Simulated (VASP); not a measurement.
Runs of VASP 6.6.1 on Sn. The structure is that of space group P6_3/mmc (No. 194), or close to it. The cells are those of the table. This isn't the form of Sn at room conditions, which is tetragonal (white tin).

```tsv
cell	k mesh	gap on the mesh (eV)	pressure (GPa)
a = 3.556, b = 3.556, c = 11.738 Å, angles 90.0, 90.0, 120.0°, 4 atoms	12 × 12 × 4	none	(a)
a = 3.513, b = 3.513, c = 11.596 Å, angles 90.0, 90.0, 120.0°, 4 atoms	12 × 12 × 4	none	-2.6
a = 3.424, b = 3.424, c = 11.303 Å, angles 90.0, 90.0, 120.0°, 4 atoms	14 × 14 × 4	none	0.1
a = 3.469, b = 3.469, c = 11.451 Å, angles 90.0, 90.0, 120.0°, 4 atoms	12 × 12 × 4	none	-1.4
```

Alike in all rows: task single point; level RPBE; potentials or basis VASP PAW PBE potentials, release 64 (Sn_d); no spin polarisation; cutoff (eV) 520; smearing fermi-dirac 0.1 eV.

Estimate the missing entries.

(a) -3.6.

Caveats: the PAW data sets were made with another functional, which shifts forces and pressure a little; spin-orbit coupling is left out, which moves the levels of the heavy elements; the cell stands under tension (at least some runs).

A k mesh can miss the band edges, and the runs leave out spin-orbit coupling on Sn.

A gap of «none» marks levels without a gap at the run's occupations.
